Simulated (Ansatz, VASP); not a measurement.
**InSb: VASP beside Ansatz**

Contents of INCAR:

```
  PREC = Accurate
  ENCUT = 500
  EDIFF = 1E-6
  ISMEAR = 0
  SIGMA = 0.15
  LREAL = F
  LASPH = T
  NELM = 120
  ALGO = Normal
  ISIF = 2
  LWAVE = F
  LCHARG = T
  GGA = PS
  LELF = T
  LVHAR = T
  NBANDS = 16
  GGA_COMPAT = F
```

Contents of KPOINTS:

```
regular mesh
0
Gamma
  14 14 8
```

The input POSCAR:

```
InSb
1.0
    3.0361886953      0.0000000000      0.0000000000
    0.0000000000      3.0361886953      0.0000000000
    0.0000000000      0.0000000000      6.0963559048
In Sb
1 1
Direct
    0.0000000000      0.0000000000      0.0000000000
    0.0000000000      0.0000000000      0.5000000000
```

Input for Ansatz:

```yaml
crystal:
  lattice:
    - [3.0361886953, 0.0, 0.0]
    - [0.0, 3.0361886953, 0.0]
    - [0.0, 0.0, 6.0963559048]
  atoms:
    - { symbol: In, position: [0.0, 0.0, 0.0] }
    - { symbol: Sb, position: [0.0, 0.0, 0.5] }
basis:
  ecutwfc: 420
kpoints:
  mp_grid: { grid: [14, 14, 8] }
hamiltonian:
  xc: pbesol
  pseudopotentials: { kind: paw, azcp: { folder: soft_1 } }
scf:
  occupations: { method: gaussian, width: 0.15 }
output:
  forces: true
  stress: true
  eigenvalues: true
```

Alike in both runs: task single point; functional PBEsol; k mesh 14 × 14 × 8; occupations gaussian, width 0.15 eV; no spin polarisation.

|  | VASP | Ansatz |
| --- | --- | --- |
| version | VASP 6.6.1 | Ansatz 0.2.0 |
| potentials or method | VASP PAW PBE potentials, release 64 (In_d, Sb), cutoff 500 eV | scalar-relativistic, plane waves, PAW |
| valence electrons in the cell | 18 | 28 |

```tsv
	VASP	Ansatz	Ansatz less VASP
gap on the k mesh at the Fermi level (eV)	none	none	-
pressure (GPa)	0.0	0.0	-0.04
```

VASP's potentials were made for PBE, not for PBEsol, and Ansatz warns of the same on its side. A gap of «none» marks a metal or a gap that the smearing closes. The functional is the same, so the differences come from potentials, cutoffs and numerics. VASP's potentials hold 18 valence electrons a cell and Ansatz's 28, so a difference there can come from the potentials and not from the codes.

Spin-orbit coupling is off throughout.
